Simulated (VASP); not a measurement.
O: single point with LDA

Crystal: O.

```
O
1.0
     1.64076    0.94729    3.65581
    -1.64076    0.94729    3.65581
     0.00000   -1.89458    3.65581
O
2
Cartesian
  0.0000 0.0000 0.5990
  0.0000 0.0000 10.3685
```

```yaml
Program: VASP 6.6.1
Task: single point
Functional: LDA
Potentials_or_basis: VASP PAW LDA potentials, release 64 (O)
Cutoff: 520 eV
k_mesh: 9 × 9 × 9
Occupations: gaussian, width 0.05 eV
Spin: no spin polarisation
```

| Item | Value |
| --- | --- |
| Pressure | -1.6 GPa |
| Largest force | 1.916 eV/Å |
| Band gap on the k mesh | zero (bands 6 and 7 overlap by 0.59 eV) |

Forces on the atoms (eV/Å):
```
O    0.000  0.000  1.916
O    0.000  0.000 -1.916
```

Stress tensor (GPa, compression positive):
```
-6.60  0.00  0.00
 0.00 -6.60  0.00
 0.00  0.00  8.33
```

Levels at points of the mesh, in eV from the Fermi level:
```tsv
k point	band 3	band 4	band 5	band 6	band 7	band 8	band 9	band 10
(0.00, 0.00, 0.00)	-8.14	-6.74	-6.74	0.24	0.24	6.12	10.83	13.04
```

It took 13 s on 1 thread of Intel(R) Xeon(R) 6975P-C (Granite Rapids), with other jobs on the host, peak memory 0.15 GiB.

Caveat: the standard files for N, O and F lose accuracy on very short bonds; spin is off for a triplet molecule; forces of over 1 eV/Å act on the atoms, so gaps and moduli don't describe the material at rest.
